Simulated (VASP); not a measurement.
A run of VASP 6.6.1 is set up as follows.

POSCAR.step1

```
AlN
1.0
    3.0276690160      0.0000000000      0.0000000000
   -1.5138345080      2.6220382821      0.0000000000
    0.0000000000      0.0000000000      4.8444649434
Al N
2 2
Direct
    0.6666666667      0.3333333333      0.5000000000
    0.3333333333      0.6666666667      0.0000000000
    0.6666666667      0.3333333333      0.8800000000
    0.3333333333      0.6666666667      0.3800000000
```

POSCAR.step2

```
AlN
1.0
    3.0709272750      0.0000000000      0.0000000000
   -1.5354636375      2.6595010333      0.0000000000
    0.0000000000      0.0000000000      4.9136809369
Al N
2 2
Direct
    0.6666666667      0.3333333333      0.5000000000
    0.3333333333      0.6666666667      0.0000000000
    0.6666666667      0.3333333333      0.8800000000
    0.3333333333      0.6666666667      0.3800000000
```

The input POSCAR.step3:

```
AlN
1.0
    3.1130000000      0.0000000000      0.0000000000
   -1.5565000000      2.6959370820      0.0000000000
    0.0000000000      0.0000000000      4.9810000000
Al N
2 2
Direct
    0.6666666667      0.3333333333      0.5000000000
    0.3333333333      0.6666666667      0.0000000000
    0.6666666667      0.3333333333      0.8800000000
    0.3333333333      0.6666666667      0.3800000000
```

File POSCAR.step4:

```
AlN
1.0
    3.1539652241      0.0000000000      0.0000000000
   -1.5769826120      2.7314140067      0.0000000000
    0.0000000000      0.0000000000      5.0465469904
Al N
2 2
Direct
    0.6666666667      0.3333333333      0.5000000000
    0.3333333333      0.6666666667      0.0000000000
    0.6666666667      0.3333333333      0.8800000000
    0.3333333333      0.6666666667      0.3800000000
```

The input POSCAR.step5:

```
AlN
1.0
    3.1938930732      0.0000000000      0.0000000000
   -1.5969465366      2.7659925384      0.0000000000
    0.0000000000      0.0000000000      5.1104341142
Al N
2 2
Direct
    0.6666666667      0.3333333333      0.5000000000
    0.3333333333      0.6666666667      0.0000000000
    0.6666666667      0.3333333333      0.8800000000
    0.3333333333      0.6666666667      0.3800000000
```

Contents of INCAR:

```
GGA = PE
ISMEAR = 0
SIGMA = 0.03
LWAVE = F
LCHARG = F
ISIF = 2
NSW = 0
PREC = Accurate
LASPH = T
LREAL = F
ALGO = Normal
EDIFF = 1E-6
NELM = 120
GGA_COMPAT = F
ENCUT = 520
EFERMI = MIDGAP
```

Contents of KPOINTS:

```
Automatic mesh
0
Gamma
  8 8 5
  0 0 0
```

Potentials or basis: VASP PAW PBE potentials, release 64 (Al, N).

Run with:

```sh
$ cat potpaw_PBE.64/Al/POTCAR potpaw_PBE.64/N/POTCAR > POTCAR
$ cp POSCAR.step1 POSCAR
$ mpirun -np 1 vasp_std > vasp.out
$ cp POSCAR.step2 POSCAR
$ mpirun -np 1 vasp_std > vasp.out
$ cp POSCAR.step3 POSCAR
$ mpirun -np 1 vasp_std > vasp.out
$ cp POSCAR.step4 POSCAR
$ mpirun -np 1 vasp_std > vasp.out
$ cp POSCAR.step5 POSCAR
$ mpirun -np 1 vasp_std > vasp.out
```

Estimate the bulk modulus at fixed shape and positions.

194 GPa.

What does it give for the equilibrium volume?

10.64 Å³/atom.

Energy against volume, from the lowest point:
```
volume (Å³/atom)  energy (meV/atom)
           9.615              68.18
          10.033              20.83
          10.451               0.00
          10.869               0.97
          11.287              19.89
```

Caveat: the cell was scaled at fixed shape and fractional positions, which overstates the stiffness of a crystal with free parameters, most of all of layers and chains.
